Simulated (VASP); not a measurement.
Here is a VASP 6.6.1 calculation.

File INCAR:

```
ALGO     = Normal         # electronic algorithm
EDIFF    = 1E-6           # SCF threshold, eV
ENCUT    = 520            # plane-wave cutoff, eV
GGA      = PE             # functional
ISIF     = 2              # what is computed and relaxed
ISMEAR   = 0              # smearing method
LASPH    = True           # aspherical terms in the spheres
LCHARG   = True           # write CHGCAR
LELF     = True           # ELF
LREAL    = False          # projectors in reciprocal space
LVHAR    = True         
LWAVE    = False          # write WAVECAR
NBANDS   = 21             # bands
NELM     = 100            # most SCF steps
PREC     = Accurate       # precision mode
SIGMA    = 0.1            # smearing width, eV
```

File KPOINTS:

```
k-points
0
Gamma
  12 12 8
```

File POSCAR:

```
Pb
1.0
    3.4800006906      0.0000000000      0.0000000000
   -1.7400003453      3.0137690032      0.0000000000
    0.0000000000      0.0000000000      5.5900000000
Pb
2
Direct
    0.4536752170      0.7005976016      0.2548908766
    0.6666666667      0.3333333333      0.7500000000
```

Potentials or basis: VASP PAW PBE potentials, release 64 (Pb_d).

Run with:

```bash
$ cat potpaw_PBE.64/Pb_d/POTCAR > POTCAR
$ mpirun -np 1 vasp_std > vasp.out
```

Predict the pressure.

4.3 GPa.

Predict the band gap on the k mesh.

zero (band 14 reaches 12.86 eV, above the bottom of band 15 at 5.54 eV).

Estimate the largest force.

0.148 eV/Å.

Stress tensor (GPa, compression positive):
```
 3.14 -0.80  0.10
-0.80  3.71  0.00
 0.10  0.00  5.94
```

Caveat: the cell differs from its parent crystal (one atom moved); spin-orbit coupling is left out, which moves the levels of the heavy elements.
